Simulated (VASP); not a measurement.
SnS3: single point with PBE

The system is SnS3.

```
Sn S
1.0
     3.34679    0.00000    0.00000
     0.00000    3.34679    0.00000
     0.00000    0.00000    6.68235
Sn S
1 3
Direct
  0.00000 0.00000 0.00000
  0.50000 0.50000 0.25239
  0.50000 0.50000 0.74761
  0.00000 0.00000 0.50000
```

The cell was generated, and may not be a known phase.

```json
{
  "Program": "VASP 6.6.1",
  "Task": "single point",
  "Functional": "PBE",
  "Potentials or basis": "VASP PAW PBE potentials, release 64 (Sn_d, S)",
  "Cutoff": "520 eV",
  "k mesh": "6 × 6 × 4",
  "Occupations": "gaussian, width 0.1 eV",
  "Spin": "no spin polarisation"
}
```

```json
{
  "Pressure": "-0.1 GPa",
  "Band gap on the k mesh": "zero (bands 16 and 17 overlap by 3.84 eV)"
}
```

Forces on the atoms (eV/Å):
```
Sn   0.000  0.000  0.000
S    0.000  0.000  0.003
S    0.000  0.000 -0.003
S    0.000  0.000  0.000
```

Levels at points of the mesh, in eV from the Fermi level:
```tsv
k point	band 14	band 15	band 16	band 17	band 18	band 19
(0.00, 0.00, 0.00)	-0.89	-0.81	-0.17	0.47	0.47	4.61
(0.50, 0.00, 0.00)	-0.87	-0.47	-0.38	-0.17	0.17	3.59
(0.50, 0.50, 0.00)	-3.58	-2.92	-2.60	-2.60	-0.36	3.43
(0.00, 0.00, 0.50)	-1.75	-1.75	1.24	1.24	1.83	3.35
(0.50, 0.00, 0.50)	-0.69	-0.61	-0.44	0.82	1.64	2.99
(0.50, 0.50, 0.50)	-2.23	-2.20	-1.29	-0.47	-0.47	1.32
```

Run time: 40 s on 1 thread of Intel(R) Xeon(R) Platinum 8488C (Sapphire Rapids), with other jobs on the host, peak memory 0.21 GiB.

Caveat: spin-orbit coupling is left out, which moves the levels of the heavy elements.
